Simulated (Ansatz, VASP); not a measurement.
**Two plane-wave programs on Hf3F2**

```
Hf F
1.0
     4.08840    0.00000    0.00000
     0.00000    4.08840    0.00000
     0.00000    0.00000    6.37327
Hf F
3 2
Direct
  0.50000 0.50000 0.50000
  0.00000 0.00000 0.50000
  0.00000 0.00000 0.00000
  0.50000 0.00000 0.00000
  0.00000 0.50000 0.00000
```

Alike in both runs: functional PBE; k mesh 4 × 4 × 3; occupations gaussian, width 0.2 eV; no spin polarisation.

Ansatz relaxed the structure, and its values are those at the end. VASP's run is a single point on that final structure, the one shown.

|  | VASP | Ansatz |
| --- | --- | --- |
| version | VASP 6.6.1 | Ansatz 0.2.0 |
| potentials or method | VASP PAW PBE potentials, release 64 (Hf_pv, F), cutoff 600 eV | scalar-relativistic, plane waves, PAW |
| valence electrons in the cell | 44 | 92 |

```tsv
	VASP	Ansatz	Ansatz less VASP
gap on the k mesh at the Fermi level (eV)	none	none	-
pressure (GPa)	-0.9	0.1	+1.08
```

A gap of «none» marks a metal or a gap that the smearing closes. VASP's potentials hold 44 valence electrons a cell and Ansatz's 92, so a difference there can come from the potentials and not from the codes.

The k mesh is coarse, so the values compare programs but aren't converged. Spin-orbit coupling is off throughout.
